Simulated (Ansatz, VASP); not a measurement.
# Sr: VASP beside Ansatz

```
Sr
1.0
     0.00000    2.98024    2.98024
     2.98024    0.00000    2.98024
     2.98024    2.98024    0.00000
Sr
1
Direct
  0.00000 0.00000 0.00000
```

Alike in both runs: task single point; functional r2SCAN; k mesh 8 × 8 × 8; occupations fermi-dirac, width 0.05 eV; no spin polarisation.

|  | VASP | Ansatz |
| --- | --- | --- |
| version | VASP 6.6.1 | Ansatz 0.2.0 |
| potentials or method | VASP PAW PBE potentials, release 64 (Sr_sv) | Ansatz PAW |
| plane-wave cutoff (eV) | 520 | 500 |
| valence electrons in the cell | 10 | 10 |

```csv
,VASP,Ansatz,Ansatz less VASP
gap on the k mesh at the Fermi level (eV),none,none,-
pressure (GPa),0.9,0.9,-0.02
```

VASP's potentials were made for PBE, not for r2SCAN. A gap of «none» marks a metal or a gap that the smearing closes.
